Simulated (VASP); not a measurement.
Wanted: the native input for a VASP 6.6.1 run.

| Property | Result |
| --- | --- |
| Task | dielectric tensor |
| Functional | PBE |
| Potentials or basis | VASP PAW PBE potentials, release 64 (B, Bi_d) |
| Cutoff | 520 eV |
| k mesh | 6 × 6 × 6 |
| Occupations | gaussian, width 0.01 eV |
| Spin | no spin polarisation |
| Dipole correction | no |
| Further INCAR settings | ALGO = Normal; EDIFF = 1e-08 |

The structure of BiB lies in POSCAR:

```
BiB
1.0
    0.0000000000      2.7448744764      2.7448744764
    2.7448744764      0.0000000000      2.7448744764
    2.7448744764      2.7448744764      0.0000000000
B Bi
1 1
Direct
    0.0000000000      0.0000000000      0.0000000000
    0.2500000000      0.2500000000      0.2500000000
```

One way to write it, as run:

INCAR

```
SYSTEM = BiB
  PREC = Accurate
  ENCUT = 520
  EDIFF = 1E-8
  ISMEAR = 0
  SIGMA = 0.01
  LREAL = .False.
  LASPH = .True.
  NELM = 80
  ALGO = Normal
  ISIF = 2
  LWAVE = .False.
  LCHARG = .False.
  GGA = PE
  LEPSILON = .True.
```

KPOINTS

```
Automatic mesh
0
Gamma
  6 6 6
  0 0 0
```

Potentials or basis: VASP PAW PBE potentials, release 64 (B, Bi_d).

The run is started by

```sh
$ cat potpaw_PBE.64/B/POTCAR potpaw_PBE.64/Bi_d/POTCAR > POTCAR
$ mpirun -np 1 vasp_std > vasp.out
```

Results of the run:

```yaml
Band_gap_on_the_k_mesh: 0.28 eV, direct
Electronic_dielectric_tensor_diagonal: 207.66
Born_charges_mean_of_the_diagonal: B -1.26; Bi +1.26 e
```

Caveat: the gap is small at this level, which inflates the dielectric constant; spin-orbit coupling is left out, which moves the levels of the heavy elements.

Wall time 2.9 min on 1 thread of Intel(R) Xeon(R) Platinum 8488C (Sapphire Rapids) (shared host), peak memory 0.22 GiB.
